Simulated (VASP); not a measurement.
Crystal: MnV.

```
CELL_PARAMETERS angstrom
2.90000 0.00000 0.00000
0.00000 2.90000 0.00000
0.00000 0.00000 2.90000
ATOMIC_POSITIONS crystal
Mn 0.00000 0.00000 0.00000
V 0.50000 0.50000 0.50000
```

Base run:

```yaml
Program: VASP 6.6.1
Functional: LDA
Potentials_or_basis: VASP PAW LDA potentials, release 64 (Mn_pv, V_sv)
Cutoff: 520 eV
k_mesh: 11 × 11 × 11
Occupations: fermi-dirac, width 0.05 eV
Spin: collinear spin, ferromagnetic start
Starting_moments: "[0.2, 0.2] μB"
Fixed_moment: 0.4 μB
```

Its results: pressure -20.6 GPa; site moments Mn +0.42; V -0.04 μB.

Task: The run is repeated on the same cell with these changes: fixed moment from 0.4 μB to 0.8 μB; moments at the start from [0.2, 0.2] to [0.4, 0.4]. What comes out?

Result: Pressure -19.1 GPa; site moments Mn +0.73; V +0.01 μB.

Caveats: the cell stands under tension; the total moment is fixed, so each spin has its own Fermi level.
